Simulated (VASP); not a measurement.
Crystal: NaF (Villiaumite).

```
Na F
1.0
     0.00000    2.29724    2.29724
     2.29724    0.00000    2.29724
     2.29724    2.29724    0.00000
Na F
1 1
Direct
  0.00000 0.00000 0.00000
  0.50000 0.50000 0.50000
```

Program: VASP 6.6.1. Alike in all runs: task single point; potentials or basis VASP PAW PBE potentials, release 64 (Na_pv, F); no spin polarisation; cell as given; k mesh 6 × 6 × 6; cutoff (eV) 520; smearing gaussian 0.01 eV. Hardware: 1 thread of AMD EPYC 7R13, with other jobs on the host.

Question: Order these runs on this cell by their wall time, lowest first.
A. level PBE
B. level r2SCAN
C. level HSE06; grid for exact exchange (PRECFOCK) Normal; screening parameter 0.2079 1/Å

Answer: A (13 s), B (51 s), C (2000 s).
